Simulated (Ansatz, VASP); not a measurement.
One calculation of GaN, two programs

```xyz
2
Lattice="0.0000 2.2490 2.2490 2.2377 0.0000 2.2490 2.2377 2.2490 0.0000" Properties=species:S:1:pos:R:3 pbc="T T T"
Ga    0.0000    0.0000    0.0000
N     1.1189    1.1245    1.1245
```

Change from the starting cell: uniaxial_x strain -0.5%.

Alike in both runs: task single point; functional PBE; k mesh 10 × 10 × 10; occupations fermi-dirac, width 0.02 eV; no spin polarisation.

|  | VASP | Ansatz |
| --- | --- | --- |
| version | VASP 6.6.1 | Ansatz 0.2.0 |
| potentials or method | VASP PAW PBE potentials, release 64 (Ga_d, N) | plane waves, PAW |
| plane-wave cutoff (eV) | 520 | 420 |
| valence electrons in the cell | 18 | 18 |

VASP gave:

```
gap on the k mesh at the Fermi level (eV)                     : 1.78
pressure (GPa)                                                : 7.3
traceless stress, the component that is largest in VASP (GPa) : 0.39
```

**Question.** What did Ansatz give for the same quantities?

**Answer.** gap on the k mesh at the Fermi level (eV): 1.77; pressure (GPa): 7.2; traceless stress, the component that is largest in VASP (GPa): 0.39.
